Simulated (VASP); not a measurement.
# AlO6 (P-3m1) in VASP: single point with PBE

Aim: the single point of AlO6 with PBE.

All numbers are computed with VASP 6.6.1; they aren't measurements. Logs are shortened: lines on timing, memory, paths and dates and some standing lists are left out, and cuts for length are marked.

### Step 1. The cell of the first run

Symmetry: P-3m1, No. 164, trigonal system. Conventional cell: a = 2.956 Å, b = 2.956 Å, c = 12.216 Å, α = 90.00°, β = 90.00°, γ = 120.00°. Al (site symmetry -3m) has 6 O at 1.93 Å within 2.6 Å. O (site symmetry 3m) has 1 O at 1.21 Å within 1.6 Å. Within 1.6 Å of O (site symmetry 3m) lie 1 O at 1.21 Å. Within 2.6 Å of O (site symmetry 3m) lie 3 Al at 1.93 Å and 3 O at 2.47 Å.

### Step 2. Single point, PBE, collinear spin, ferromagnetic start (13.20 Å³/atom)

INCAR reads:

```
ALGO = Normal
EDIFF = 1E-7
ENCUT = 520
GGA = PE
ISIF = 2
ISMEAR = 0
ISPIN = 2
LASPH = True
LCHARG = True
LELF = True
LORBIT = 11
LREAL = False
LVHAR = True
LWAVE = False
MAGMOM = 0 0.59 0.61 0.59 0.61 0.45 0.45
NBANDS = 32
NELM = 150
PREC = Accurate
SIGMA = 0.1
```

KPOINTS reads:

```
k-points
0
Gamma
  12 12 4
```

POSCAR reads:

```
AlO6
1.0
    2.9556831748      0.0000000000      0.0000000000
   -1.4778415874      2.5596967149      0.0000000000
    0.0000000000      0.0000000000     12.2158174988
Al O
1 6
Direct
    0.0000000000      0.0000000000      0.0000000000
    0.3333333333      0.6666666667      0.6086737851
    0.3333333333      0.6666666667      0.7080289373
    0.6666666667      0.3333333333      0.3913262149
    0.6666666667      0.3333333333      0.2919710627
    0.6666666667      0.3333333333      0.9269292853
    0.3333333333      0.6666666667      0.0730707147
```

Potentials or basis: VASP PAW PBE potentials, release 64 (Al, O).

Run with:

```
$ cat potpaw_PBE.64/Al/POTCAR potpaw_PBE.64/O/POTCAR > POTCAR
$ mpirun -np 1 vasp_std > vasp.out
```

OUTCAR:

```text
EDIFF = 1E-7
   ENCUT = 520
   GGA = PE
   ISIF = 2
   ISMEAR = 0
   ISPIN = 2
   LASPH = True
   LORBIT = 11
   LREAL = False
   NELM = 150
   PREC = Accurate

 ion  position               nearest neighbor table
   1  0.000  0.000  0.000-   6 1.93   7 1.93   7 1.93   6 1.93   6 1.93   7 1.93
   2  0.333  0.667  0.609-   3 1.21
   3  0.333  0.667  0.708-   2 1.21
   4  0.667  0.333  0.391-   5 1.21
   5  0.667  0.333  0.292-   4 1.21
   6  0.667  0.333  0.927-   1 1.93   1 1.93   1 1.93
   7  0.333  0.667  0.073-   1 1.93   1 1.93   1 1.93

  LATTYP: Found a hexagonal cell.
 ALAT       =     2.9556831748
 C/A-ratio  =     4.1329928738

  Lattice vectors:

 A1 = (   2.9556831748,   0.0000000000,   0.0000000000)
 A2 = (  -1.4778415874,   2.5596967149,   0.0000000000)
 A3 = (   0.0000000000,   0.0000000000,  12.2158174988)

Analysis of symmetry for initial positions (statically):
=====================================================================
 Subroutine PRICEL returns:
 Original cell was already a primitive cell.

 Routine SETGRP: Setting up the symmetry group for a
 hexagonal supercell.

 Subroutine GETGRP returns: Found 12 space group operations
 (whereof 12 operations were pure point group operations)
 out of a pool of 24 trial point group operations.

The static configuration has the point symmetry D_3d.

Analysis of symmetry for dynamics (positions and initial velocities):
=====================================================================
 Subroutine PRICEL returns:
 Original cell was already a primitive cell.

 Routine SETGRP: Setting up the symmetry group for a
 hexagonal supercell.

 Subroutine GETGRP returns: Found 12 space group operations
 (whereof 12 operations were pure point group operations)
 out of a pool of 24 trial point group operations.

The dynamic configuration has the point symmetry D_3d.

Analysis of structural, dynamic, and magnetic symmetry:
=====================================================================
 Subroutine PRICEL returns:
 Original cell was already a primitive cell.

 Routine SETGRP: Setting up the symmetry group for a
 hexagonal supercell.

 Subroutine GETGRP returns: Found 12 space group operations
 (whereof 12 operations were pure point group operations)
 out of a pool of 24 trial point group operations.

The overall configuration has the point symmetry D_3d.

 Subroutine INISYM returns: Found 12 space group operations
 (whereof 12 operations are pure point group operations),
 and found     1 'primitive' translations

----------------------------------------------------------------------------------------

                                     Primitive cell

  volume of cell :      92.4206

  direct lattice vectors                    reciprocal lattice vectors
     2.955683175  0.000000000  0.000000000     0.338331256  0.195335642  0.000000000
    -1.477841587  2.559696715  0.000000000     0.000000000  0.390671283  0.000000000
     0.000000000  0.000000000 12.215817499     0.000000000  0.000000000  0.081861079

  length of vectors
     2.955683175  2.955683175 12.215817499     0.390671283  0.390671283  0.081861079

  position of ions in fractional coordinates (direct lattice)
     0.000000000  0.000000000  0.000000000
     0.333333333  0.666666667  0.608673785
     0.333333333  0.666666667  0.708028937
     0.666666667  0.333333333  0.391326215
     0.666666667  0.333333333  0.291971063
     0.666666667  0.333333333  0.926929285
     0.333333333  0.666666667  0.073070715

  ion indices of the primitive-cell ions
   primitive index   ion index
                 1           1
                 2           2
                 3           3
                 4           4
                 5           5
                 6           6
                 7           7

----------------------------------------------------------------------------------------

 KPOINTS: k-points

Automatic generation of k-mesh.
 Grid dimensions read from file:
 generate k-points for:   12   12    4

 Generating k-lattice:

  Cartesian coordinates                     Fractional coordinates (reciprocal lattice)
     0.028194271  0.016277970  0.000000000     0.083333333 -0.000000000  0.000000000
     0.000000000  0.032555940  0.000000000     0.000000000  0.083333333  0.000000000
     0.000000000  0.000000000  0.020465270     0.000000000  0.000000000  0.250000000

  Length of vectors
     0.032555940  0.032555940  0.020465270

  Shift w.r.t. Gamma in fractional coordinates (k-lattice)
     0.000000000  0.000000000  0.000000000

 Subroutine IBZKPT returns following result:
 ===========================================

 Found     69 irreducible k-points:

 Following reciprocal coordinates:
            Coordinates               Weight
  0.000000  0.000000  0.000000      1.000000
  0.083333  0.000000  0.000000      6.000000
  0.166667  0.000000  0.000000      6.000000
  0.250000  0.000000  0.000000      6.000000
  0.333333  0.000000  0.000000      6.000000
  0.416667  0.000000  0.000000      6.000000
[... 16 lines left out ...]
  0.166667  0.000000  0.250000      6.000000
  0.000000  0.166667  0.250000      6.000000
 [... further k-points ...]
   k-points           NKPTS =     69   k-points in BZ     NKDIM =     69   number of bands    NBANDS=     32
   number of dos      NEDOS =    301   number of ions     NIONS =      7
   total plane-waves  NPLWV =  55296
   dimension x,y,z NGX =    24 NGY =   24 NGZ =   96
   dimension x,y,z NGXF=    48 NGYF=   48 NGZF=  192
   ions per type =               1   6
   NGX,Y,Z   is equivalent  to a cutoff of  13.50, 13.50, 13.06 a.u.
   NGXF,Y,Z  is equivalent  to a cutoff of  27.00, 27.00, 26.13 a.u.
 SYSTEM =  unknown system
   PREC   = accura    normal or accurate (medium, high low for compatibility)
   ISTART =      0    job   : 0-new  1-cont  2-samecut
   ICHARG =      2    charge: 1-file 2-atom 10-const
   ISPIN  =      2    spin polarized calculation?
   LNONCOLLINEAR =      F non collinear calculations
   LSORBIT =      F    spin-orbit coupling
   LASPH  =      T    aspherical Exc in radial PAW
   ENCUT  =  520.0 eV  38.22 Ry    6.18 a.u.   5.50  5.50 22.71*2*pi/ulx,y,z
   NELM   =    150;   NELMIN=  2; NELMDL= -5     # of ELM steps
   EDIFF  = 0.1E-06   stopping-criterion for ELM
   LREAL  =      F    real-space projection
   EDIFFG = 0.1E-05   stopping-criterion for IOM
   NSW    =      0    number of steps for IOM
   IBRION =     -1    ionic relax: 0-MD 1-quasi-New 2-CG
   NFREE  =      0    steps in history (QN), initial steepest desc. (CG)
   ISIF   =      2    stress and relaxation
   ISYM   =      2    0-nonsym 1-usesym 2-fastsym
   POTIM  = 0.5000    time-step for ionic-motion
   TEBEG  =    0.0;   TEEND  =   0.0 temperature during run
   PSTRESS=    0.0 pullay stress
   NELECT =      39.0000    total number of electrons
   NUPDOWN=      -1.0000    fix difference up-down
   EMIN   =  10.00;   EMAX   =-10.00  energy-range for DOS
   EFERMI =   0.00;   METHOD = LEGACY
   ISMEAR =     0;   SIGMA  =   0.10  broadening in eV -4-tet -1-fermi 0-gaus
   EFERMI_NEDOS =   21; number of points for ismear=-14 and -15
   IALGO  =     38    algorithm
   IMIX   =      4    mixing-type and parameters
     AMIX     =   0.40;   BMIX     =  1.00
     AMIX_MAG =   1.60;   BMIX_MAG =  1.00
  volume/ion in A,a.u.               =      13.20        89.10
  Fermi-wavevector in a.u.,A,eV,Ry     =   1.227929  2.320450 20.515008  1.507811
  Thomas-Fermi vector in A             =   2.362874
   LORBIT       =     11    0 simple, 1 ext, 2 COOP (PROOUT), +10 PAW based schemes
   GGA     = PE    functional components
   LHFCALC =     F    Hartree Fock is set to
   AEXX    =    0.0000 exact exchange contribution
   IVDW    =     0    specifies the selected vdW correction
   LEPSILON=     F    determine dielectric tensor
   LRPA    =     F    only Hartree local field effects (RPA)
 spin polarized calculation
 Gauss-broadening in eV      SIGMA  =   0.10
  energy-cutoff  :      520.00
  volume of cell :       92.42
 maximum number of plane-waves:      2542
 NGX is ok and might be reduce to    24
   NGX = 11   NGY = 11   NGZ = 45

 number of electron      38.9999999 magnetization       3.9104659

 Free energy of the ion-electron system (eV)
  ---------------------------------------------------
  ext. energy  EPLUGINS =         0.00000000
  ---------------------------------------------------
  free energy    TOTEN  =       -39.07786530 eV

  energy without entropy =      -39.04969023  energy(sigma->0) =      -39.06377776

 E-fermi :  -0.1606     XC(G=0):  -8.7594

 val. band max:       -0.1606471364   @ k =   0.3333   0.0000   0.5000
 cond. band min:      -0.1602875825   @ k =   0.0833   0.0000   0.0000
 fundamental gap:      0.0003595539
 Fermi energy:        -0.1606216497

 spin component 1

 k-point     1 :       0.0000    0.0000    0.0000
  band No.  band energies     occupation
      1     -27.1426      1.00000
      2     -27.1281      1.00000
      3     -18.5723      1.00000
      4     -16.1167      1.00000
      5     -14.8765      1.00000
      6     -14.6440      1.00000
[... 23 lines left out ...]
     30      12.5676      0.00000
     31      13.3105      0.00000

 k-point     2 :       0.0833    0.0000    0.0000
  band No.  band energies     occupation
      1     -27.1261      1.00000
      2     -27.1122      1.00000
      3     -18.4966      1.00000
      4     -16.1036      1.00000
      5     -14.8458      1.00000
      6     -14.6205      1.00000
[... 740 lines left out ...]
 k-point    24 :       0.0000    0.1667    0.2500
  band No.  band energies     occupation
      1     -27.0806      1.00000
      2     -27.0681      1.00000
      3     -18.2784      1.00000
      4     -16.0742      1.00000
      5     -14.7574      1.00000
      6     -14.5583      1.00000
[... 23 lines left out ...]
     30      12.9674      0.00000
     31      13.1874      0.00000

 [... further k-points ...]

 spin component 2

 k-point     1 :       0.0000    0.0000    0.0000
  band No.  band energies     occupation
      1     -25.9927      1.00000
      2     -25.9783      1.00000
      3     -18.5346      1.00000
      4     -16.0690      1.00000
      5     -13.1936      1.00000
      6     -12.9152      1.00000
[... 23 lines left out ...]
     30      13.0051      0.00000
     31      13.4804      0.00000

 k-point     2 :       0.0833    0.0000    0.0000
  band No.  band energies     occupation
      1     -25.9754      1.00000
      2     -25.9615      1.00000
      3     -18.4587      1.00000
      4     -16.0559      1.00000
      5     -13.1596      1.00000
      6     -12.8894      1.00000
[... 740 lines left out ...]
 k-point    24 :       0.0000    0.1667    0.2500
  band No.  band energies     occupation
      1     -25.9278      1.00000
      2     -25.9153      1.00000
      3     -18.2398      1.00000
      4     -16.0267      1.00000
      5     -13.0631      1.00000
      6     -12.8204      1.00000
[... 23 lines left out ...]
     30      13.3241      0.00000
     31      13.3629      0.00000

 [... further k-points ...]

 [bands above 31 left out]

------------------------ aborting loop because EDIFF is reached ----------------------------------------

  FORCE on cell =-STRESS in cart. coord.  units (eV):
  Direction    XX          YY          ZZ          XY          YZ          ZX
  --------------------------------------------------------------------------------------
  -------------------------------------------------------------------------------------
  Total        0.4259763      0.4259763      3.0276620      0.0000000      0.0000000      0.0000000
  in kB        7.3846014      7.3846014     52.4866732      0.0000000      0.0000000      0.0000000
  external PRESSURE =      22.4186253 kB  Pullay stress =       0.0000000 kB

 VOLUME and BASIS-vectors are now :
 -----------------------------------------------------------------------------
  energy-cutoff  :      520.00
  volume of cell :       92.42
      direct lattice vectors                 reciprocal lattice vectors
     2.955683175  0.000000000  0.000000000     0.338331256  0.195335642  0.000000000
    -1.477841587  2.559696715  0.000000000     0.000000000  0.390671283  0.000000000
     0.000000000  0.000000000 12.215817499     0.000000000  0.000000000  0.081861079

 POSITION                                       TOTAL-FORCE (eV/Angst)
 -----------------------------------------------------------------------------------
      0.00000      0.00000      0.00000         0.000000      0.000000      0.000000
     -0.00000      1.70646      7.43545         0.000000     -0.000000     -1.154778
     -0.00000      1.70646      8.64915        -0.000000      0.000000      1.200631
      1.47784      0.85323      4.78037        -0.000000      0.000000      1.154778
      1.47784      0.85323      3.56667         0.000000     -0.000000     -1.200631
      1.47784      0.85323     11.32320        -0.000000      0.000000     -0.009199
     -0.00000      1.70646      0.89262         0.000000      0.000000      0.009199
 -----------------------------------------------------------------------------------
    total drift:                                0.000000     -0.000000      0.000000

  FREE ENERGIE OF THE ION-ELECTRON SYSTEM (eV)
  ---------------------------------------------------
  free  energy   TOTEN  =       -39.0778652981 eV

  energy  without entropy=      -39.0496902285  energy(sigma->0) =      -39.06377776

 total charge

# of ion       s       p       d       tot
------------------------------------------
    1        0.308   0.382   0.000   0.690
    2        1.614   3.311   0.000   4.925
    3        1.619   3.287   0.000   4.906
    4        1.614   3.311   0.000   4.925
    5        1.619   3.287   0.000   4.906
    6        1.571   3.444   0.000   5.015
    7        1.571   3.444   0.000   5.015
--------------------------------------------------
tot          9.918  20.464   0.000  30.382

 magnetization (x)

# of ion       s       p       d       tot
------------------------------------------
    1       -0.000  -0.000   0.000  -0.001
    2        0.010   0.756   0.000   0.766
    3        0.010   0.788   0.000   0.798
    4        0.010   0.756   0.000   0.766
    5        0.010   0.788   0.000   0.798
    6        0.001   0.024   0.000   0.025
    7        0.001   0.024   0.000   0.025
--------------------------------------------------
tot          0.042   3.135   0.000   3.177
```

Run time: 6.6 min. Hardware: 1 thread of Intel Xeon 6975P-C (Granite Rapids), shared host; peak memory 0.44 GiB.

What came out:

- Free energy: -39.0779 eV
- Pressure: 2.2 GPa
- Largest force: 1.201 eV/Å
- Net moment: 3.91 μB per cell
- Site moments: Al -0.00; O +0.77, +0.80, +0.03 (each value once) μB
- Valence electrons inside the program's atomic spheres: Al 0.69; O 4.92, 4.91, 5.01 (each value once)

Forces in eV/Å, atoms in the order of the input:
```
Al   0.000  0.000  0.000
O    0.000  0.000 -1.155
O    0.000  0.000  1.201
O    0.000  0.000  1.155
O    0.000  0.000 -1.201
O    0.000  0.000 -0.009
O    0.000  0.000  0.009
```

Stress tensor (GPa, compression positive):
```
0.74 0.00 0.00
0.00 0.74 0.00
0.00 0.00 5.25
```

Caveat: the standard files for N, O and F lose accuracy on very short bonds; forces of over 1 eV/Å act on the atoms, so gaps and moduli don't describe the material at rest.
